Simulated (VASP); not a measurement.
Here is a VASP 6.6.1 calculation.

The input INCAR:

```
SYSTEM = Al3GaSb4
  PREC = Accurate
  ENCUT = 520
  EDIFF = 1E-6
  ISMEAR = 0
  SIGMA = 0.02
  LREAL = .FALSE.
  LASPH = .TRUE.
  NELM = 80
  ALGO = Normal
  ISIF = 2
  LWAVE = .FALSE.
  LCHARG = .FALSE.
  GGA = PE
  NBANDS = 31
```

The input KPOINTS:

```
regular mesh
0
G
  6 6 6
  0 0 0
```

Contents of POSCAR:

```
Al3GaSb4
1.0
   -3.1112432000      3.1112432000      6.2225244000
    3.1112432000     -3.1112432000      6.2225244000
    3.1112432000      3.1112432000     -6.2225244000
Al Ga Sb
3 1 4
Direct
    0.5000000000      0.5000000000      0.0000000000
    0.2500000000      0.7500000000      0.5000000000
    0.7500000000      0.2500000000      0.5000000000
    0.0000000000      0.0000000000      0.0000000000
    0.6252060000      0.6252060000      0.5004640000
    0.1247420000      0.1247420000      0.4995360000
    0.8752580000      0.3747940000      0.0000000000
    0.3747940000      0.8752580000      0.0000000000
```

Potentials or basis: VASP PAW PBE potentials, release 64 (Al, Ga_d, Sb).

Run with:

```sh
$ cat potpaw_PBE.64/Al/POTCAR potpaw_PBE.64/Ga_d/POTCAR potpaw_PBE.64/Sb/POTCAR > POTCAR
$ mpirun -np 1 vasp_std > vasp.out
```

Q: Estimate the pressure.

A: 0.2 GPa.

Q: What does it give for the largest force?

A: 0.009 eV/Å.

Q: Estimate the band gap on the k mesh.

A: 0.73 eV (least direct gap 0.81 eV).

Forces in eV/Å, atoms in the order of the input:
```
Al   0.000  0.000  0.000
Al   0.000  0.000  0.000
Al   0.000  0.000  0.000
Ga   0.000  0.000  0.000
Sb   0.005  0.005  0.005
Sb  -0.005 -0.005  0.005
Sb  -0.005  0.005 -0.005
Sb   0.005 -0.005 -0.005
```

Caveat: semilocal functionals underestimate gaps, and a narrow one can read as zero; spin-orbit coupling is left out, which moves the levels of the heavy elements. A k mesh can miss the band edges.
